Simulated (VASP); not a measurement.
# Mo (P6_3/mmc) in VASP: further runs, part 2 of 3

VASP 6.6.1. The steps go on from the part before.

**3. Single point, PBE (volume scaled by 0.78)**

Contents of INCAR:

```
SYSTEM = Mo
  PREC = Accurate
  ENCUT = 520
  EDIFF = 1E-6
  ISMEAR = -1
  SIGMA = 0.08
  LREAL = .False.
  LASPH = .True.
  NELM = 100
  ALGO = Normal
  ISIF = 2
  LWAVE = .False.
  LCHARG = .False.
  GGA = PE
  NBANDS = 21
```

Contents of KPOINTS:

```
regular mesh
0
Gamma
  15 15 8
  0 0 0
```

Contents of POSCAR:

```
Mo
1.0
    2.6504011491      0.0000000000      0.0000000000
   -1.3252005745      2.2953147253      0.0000000000
    0.0000000000      0.0000000000      4.1319548704
Mo
2
Direct
    0.3333333333      0.6666666667      0.2500000000
    0.6666666667      0.3333333333      0.7500000000
```

Potentials or basis: VASP PAW PBE potentials, release 64 (Mo_sv).

Run with:

```bash
$ cat potpaw_PBE.64/Mo_sv/POTCAR > POTCAR
$ mpirun -np 1 vasp_std > vasp.out
```

OUTCAR:

```text
SYSTEM = Mo
   PREC = Accurate
   ENCUT = 520
   EDIFF = 1E-6
   ISMEAR = -1
   LREAL = .False.
   LASPH = .True.
   NELM = 100
   ISIF = 2
   GGA = PE

 ion  position               nearest neighbor table
   1  0.333  0.667  0.250-   2 2.57   2 2.57   2 2.57   2 2.57   2 2.57   2 2.57
   2  0.667  0.333  0.750-   1 2.57   1 2.57   1 2.57   1 2.57   1 2.57   1 2.57

  LATTYP: Found a hexagonal cell.
 ALAT       =     2.6504011491
 C/A-ratio  =     1.5589922574

  Lattice vectors:

 A1 = (   2.6504011491,   0.0000000000,   0.0000000000)
 A2 = (  -1.3252005745,   2.2953147253,   0.0000000000)
 A3 = (   0.0000000000,   0.0000000000,   4.1319548704)

Analysis of symmetry for initial positions (statically):
=====================================================================
 Subroutine PRICEL returns:
 Original cell was already a primitive cell.

 Routine SETGRP: Setting up the symmetry group for a
 hexagonal supercell.

 Subroutine GETGRP returns: Found 24 space group operations
 (whereof 12 operations were pure point group operations)
 out of a pool of 24 trial point group operations.

The static configuration has the point symmetry D_3d.
 The point group associated with its full space group is D_6h.

Analysis of symmetry for dynamics (positions and initial velocities):
=====================================================================
 Subroutine PRICEL returns:
 Original cell was already a primitive cell.

 Routine SETGRP: Setting up the symmetry group for a
 hexagonal supercell.

 Subroutine GETGRP returns: Found 24 space group operations
 (whereof 12 operations were pure point group operations)
 out of a pool of 24 trial point group operations.

The dynamic configuration has the point symmetry D_3d.
 The point group associated with its full space group is D_6h.

 Subroutine INISYM returns: Found 24 space group operations
 (whereof 12 operations are pure point group operations),
 and found     1 'primitive' translations

----------------------------------------------------------------------------------------

                                     Primitive cell

  volume of cell :      25.1368

  direct lattice vectors                    reciprocal lattice vectors
     2.650401149  0.000000000  0.000000000     0.377301376  0.217835051  0.000000000
    -1.325200574  2.295314725  0.000000000     0.000000000  0.435670102  0.000000000
     0.000000000  0.000000000  4.131954870     0.000000000  0.000000000  0.242016196

  length of vectors
     2.650401149  2.650401149  4.131954870     0.435670102  0.435670102  0.242016196

  position of ions in fractional coordinates (direct lattice)
     0.333333333  0.666666667  0.250000000
     0.666666667  0.333333333  0.750000000

  ion indices of the primitive-cell ions
   primitive index   ion index
                 1           1
                 2           2

----------------------------------------------------------------------------------------

 KPOINTS: regular mesh

Automatic generation of k-mesh.
 Grid dimensions read from file:
 generate k-points for:   15   15    8

 Generating k-lattice:

  Cartesian coordinates                     Fractional coordinates (reciprocal lattice)
     0.025153425  0.014522337  0.000000000     0.066666667  0.000000000  0.000000000
     0.000000000  0.029044673  0.000000000     0.000000000  0.066666667  0.000000000
     0.000000000  0.000000000  0.030252025     0.000000000  0.000000000  0.125000000

  Length of vectors
     0.029044673  0.029044673  0.030252025

  Shift w.r.t. Gamma in fractional coordinates (k-lattice)
     0.000000000  0.000000000  0.000000000

 Subroutine IBZKPT returns following result:
 ===========================================

 Found    135 irreducible k-points:

 Following reciprocal coordinates:
            Coordinates               Weight
  0.000000  0.000000  0.000000      1.000000
  0.066667  0.000000  0.000000      6.000000
  0.133333  0.000000  0.000000      6.000000
  0.200000  0.000000  0.000000      6.000000
  0.266667  0.000000  0.000000      6.000000
  0.333333 -0.000000  0.000000      6.000000
[... 16 lines left out ...]
  0.333333  0.200000  0.000000     12.000000
  0.400000  0.200000  0.000000      6.000000
 [... further k-points ...]
   k-points           NKPTS =    135   k-points in BZ     NKDIM =    135   number of bands    NBANDS=     21
   number of dos      NEDOS =    301   number of ions     NIONS =      2
   total plane-waves  NPLWV =  12800
   dimension x,y,z NGX =    20 NGY =   20 NGZ =   32
   dimension x,y,z NGXF=    40 NGYF=   40 NGZF=   64
   ions per type =               2
   NGX,Y,Z   is equivalent  to a cutoff of  12.54, 12.54, 12.87 a.u.
   NGXF,Y,Z  is equivalent  to a cutoff of  25.09, 25.09, 25.75 a.u.
 SYSTEM =  Mo
   PREC   = accura    normal or accurate (medium, high low for compatibility)
   ISTART =      0    job   : 0-new  1-cont  2-samecut
   ICHARG =      2    charge: 1-file 2-atom 10-const
   ISPIN  =      1    spin polarized calculation?
   LNONCOLLINEAR =      F non collinear calculations
   LSORBIT =      F    spin-orbit coupling
   LASPH  =      T    aspherical Exc in radial PAW
   ENCUT  =  520.0 eV  38.22 Ry    6.18 a.u.   4.93  4.93  7.68*2*pi/ulx,y,z
   NELM   =    100;   NELMIN=  2; NELMDL= -5     # of ELM steps
   EDIFF  = 0.1E-05   stopping-criterion for ELM
   LREAL  =      F    real-space projection
   EDIFFG = 0.1E-04   stopping-criterion for IOM
   NSW    =      0    number of steps for IOM
   IBRION =     -1    ionic relax: 0-MD 1-quasi-New 2-CG
   NFREE  =      0    steps in history (QN), initial steepest desc. (CG)
   ISIF   =      2    stress and relaxation
   ISYM   =      2    0-nonsym 1-usesym 2-fastsym
   POTIM  = 0.5000    time-step for ionic-motion
   TEBEG  =    0.0;   TEEND  =   0.0 temperature during run
   PSTRESS=    0.0 pullay stress
   NELECT =      28.0000    total number of electrons
   NUPDOWN=      -1.0000    fix difference up-down
   EMIN   =  10.00;   EMAX   =-10.00  energy-range for DOS
   EFERMI =   0.00;   METHOD = LEGACY
   ISMEAR =    -1;   SIGMA  =   0.08  broadening in eV -4-tet -1-fermi 0-gaus
   EFERMI_NEDOS =   21; number of points for ismear=-14 and -15
   IALGO  =     38    algorithm
   IMIX   =      4    mixing-type and parameters
     AMIX     =   0.40;   BMIX     =  1.00
     AMIX_MAG =   1.60;   BMIX_MAG =  1.00
  volume/ion in A,a.u.               =      12.57        84.82
  Fermi-wavevector in a.u.,A,eV,Ry     =   1.697036  3.206933 39.183839  2.879931
  Thomas-Fermi vector in A             =   2.777790
   LORBIT       =      0    0 simple, 1 ext, 2 COOP (PROOUT), +10 PAW based schemes
   GGA     = PE    functional components
   LHFCALC =     F    Hartree Fock is set to
   AEXX    =    0.0000 exact exchange contribution
   IVDW    =     0    specifies the selected vdW correction
   LEPSILON=     F    determine dielectric tensor
   LRPA    =     F    only Hartree local field effects (RPA)
 non-spin polarized calculation
  energy-cutoff  :      520.00
  volume of cell :       25.14
 maximum number of plane-waves:       699
 NGX is ok and might be reduce to    20
   NGX =  9   NGY =  9   NGZ = 15

 number of electron      27.9999998 magnetization

 Free energy of the ion-electron system (eV)
  ---------------------------------------------------
  ext. energy  EPLUGINS =         0.00000000
  ---------------------------------------------------
  free energy    TOTEN  =       -19.30572813 eV

  energy without entropy =      -19.26461342  energy(sigma->0) =      -19.28517078

 E-fermi :  15.9980     XC(G=0): -14.6354

 val. band max:       15.9871170743   @ k =   0.2667   0.2000   0.0000
 cond. band min:      16.0001036598   @ k =   0.2667   0.2000   0.2500
 fundamental gap:      0.0129865855
 Fermi energy:        15.9979870012

 k-point     1 :       0.0000    0.0000    0.0000
  band No.  band energies     occupation
      1     -44.8649      2.00000
      2     -44.1784      2.00000
      3     -20.2369      2.00000
      4     -17.9172      2.00000
      5     -17.9172      2.00000
      6     -17.4856      2.00000
[... 13 lines left out ...]
     20      20.4185      0.00000
     21      29.1901      0.00000

 k-point     2 :       0.0667    0.0000    0.0000
  band No.  band energies     occupation
      1     -44.8448      2.00000
      2     -44.1709      2.00000
      3     -20.1998      2.00000
      4     -18.0037      2.00000
      5     -17.9466      2.00000
      6     -17.5733      2.00000
[... 520 lines left out ...]
 k-point    24 :       0.4000    0.2000    0.0000
  band No.  band energies     occupation
      1     -44.2379      2.00000
      2     -44.0976      2.00000
      3     -19.6425      2.00000
      4     -19.1201      2.00000
      5     -18.8523      2.00000
      6     -18.8175      2.00000
[... 13 lines left out ...]
     20      26.3271      0.00000
     21      27.8032      0.00000

 [... further k-points ...]
[... 5 lines left out ...]
  --------------------------------------------------------------------------------------
  -------------------------------------------------------------------------------------
  Total       14.6436607     14.6436607     14.6675554      0.0000000     -0.0000000      0.0000000
  in kB      933.3635087    933.3635087    934.8865147      0.0000000     -0.0000000      0.0000000
  external PRESSURE =     933.8711773 kB  Pullay stress =       0.0000000 kB

 VOLUME and BASIS-vectors are now :
 -----------------------------------------------------------------------------
  energy-cutoff  :      520.00
  volume of cell :       25.14
      direct lattice vectors                 reciprocal lattice vectors
     2.650401149  0.000000000  0.000000000     0.377301376  0.217835051  0.000000000
    -1.325200574  2.295314725  0.000000000     0.000000000  0.435670102  0.000000000
     0.000000000  0.000000000  4.131954870     0.000000000  0.000000000  0.242016196

 POSITION                                       TOTAL-FORCE (eV/Angst)
 -----------------------------------------------------------------------------------
     -0.00000      1.53021      1.03299         0.000000     -0.000000      0.000000
      1.32520      0.76510      3.09897        -0.000000      0.000000      0.000000
 -----------------------------------------------------------------------------------
    total drift:                               -0.000000      0.000000     -0.000000

  FREE ENERGIE OF THE ION-ELECTRON SYSTEM (eV)
  ---------------------------------------------------
  free  energy   TOTEN  =       -19.3057281297 eV

  energy  without entropy=      -19.2646134214  energy(sigma->0) =      -19.28517078
```

OSZICAR:

```text
N       E                     dE             d eps       ncg     rms          rms(c)
DAV:   1     0.299970325930E+03    0.29997E+03   -0.18125E+04  5678   0.146E+03
DAV:   2    -0.138341985978E+02   -0.31380E+03   -0.30519E+03  6306   0.455E+02
DAV:   3    -0.200615774759E+02   -0.62274E+01   -0.61787E+01  6475   0.670E+01
DAV:   4    -0.200860083732E+02   -0.24431E-01   -0.24422E-01  6260   0.457E+00
DAV:   5    -0.200861817154E+02   -0.17334E-03   -0.17334E-03  6530   0.351E-01    0.331E+01
DAV:   6    -0.194409512324E+02    0.64523E+00   -0.97508E-01  6225   0.932E+00    0.137E+01
DAV:   7    -0.193110708042E+02    0.12988E+00   -0.37222E-01  6345   0.540E+00    0.112E+00
DAV:   8    -0.193056592899E+02    0.54115E-02   -0.96347E-03  5950   0.103E+00    0.157E-01
DAV:   9    -0.193057135874E+02   -0.54298E-04   -0.95374E-05  6719   0.945E-02    0.697E-02
DAV:  10    -0.193057272916E+02   -0.13704E-04   -0.22718E-05  6075   0.432E-02    0.953E-03
DAV:  11    -0.193057281297E+02   -0.83803E-06   -0.55126E-07  4030   0.702E-03
   1 F= -.19305728E+02 E0= -.19285171E+02  d E =-.411147E-01
```

stdout:

```text
POSCAR found type information on POSCAR Mo
 POSCAR found :  1 types and       2 ions
 scaLAPACK will be used
 LDA part: xc-table for (Slater+PW92), standard interpolation
 POSCAR, INCAR and KPOINTS ok, starting setup
 FFT: planning ... GRIDC
 FFT: planning ... GRID_SOFT
 FFT: planning ... GRID
 WAVECAR not read
 entering main loop
```

Run time: 25 s. Hardware: 1 thread of Intel Xeon 6975P-C, shared host; peak memory 0.18 GiB.

What came out:

| Item | Value |
| --- | --- |
| Free energy | -19.3057 eV |
| Pressure | 93.4 GPa |
| Band gap on the k mesh | zero (band 14 reaches 17.57 eV, above the bottom of band 15 at 14.78 eV) |

(Continued in part 3 of 3.)
